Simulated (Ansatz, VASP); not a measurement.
# One calculation of KRh, two programs

File INCAR:

```
SYSTEM = KRh
ALGO = Normal
EDIFF = 1E-7
ENCUT = 520
GGA = PE
ISIF = 2
ISMEAR = -1
LASPH = .TRUE.
LCHARG = .FALSE.
LREAL = .FALSE.
LWAVE = .FALSE.
NBANDS = 19
NELM = 80
PREC = Accurate
SIGMA = 0.05
```

File KPOINTS:

```
k-points
0
G
  7 7 7
  0 0 0
```

POSCAR

```
KRh
1.0
    3.8735541696      0.0000000000      0.0000000000
    0.0000000000      3.8735541696      0.0000000000
    0.0000000000      0.0000000000      3.8735541696
K Rh
1 1
Direct
    0.0000000000      0.0000000000      0.0000000000
    0.5000000000      0.5000000000      0.5000000000
```

Contents of input.yaml:

```yaml
crystal:
  lattice:
    - [3.8735541696, 0.0, 0.0]
    - [0.0, 3.8735541696, 0.0]
    - [0.0, 0.0, 3.8735541696]
  atoms:
    - { symbol: K, position: [0.0, 0.0, 0.0] }
    - { symbol: Rh, position: [0.5, 0.5, 0.5] }
kpoints:
  mp_grid: { grid: [7, 7, 7] }
scf:
  occupations: { method: fermi_dirac, width: 0.05 }
hamiltonian:
  xc: pbe
  pseudopotentials: { kind: all_electron, lapw: { basis_error: 0.0005 } }
output:
  forces: true
  stress: true
  eigenvalues: true
```

Change from the starting cell: volume scaled by 0.96.

Alike in both runs: task single point; functional PBE; k mesh 7 × 7 × 7; occupations fermi-dirac, width 0.05 eV; no spin polarisation.

```csv
,VASP,Ansatz
version,VASP 6.6.1,Ansatz 0.2.0
potentials or method,"VASP PAW PBE potentials, release 64 (K_sv, Rh_pv), cutoff 520 eV","all-electron LAPW, scalar-relativistic"
```

VASP gave:

```
gap on the k mesh at the Fermi level (eV) : none
pressure (GPa)                            : -2.9
```

Task: What did Ansatz give for the same quantities?

Result: gap on the k mesh at the Fermi level (eV): none; pressure (GPa): -3.0.

A gap of «none» marks a metal or a gap that the smearing closes. Ansatz ran all-electron here, and VASP with PAW potentials.
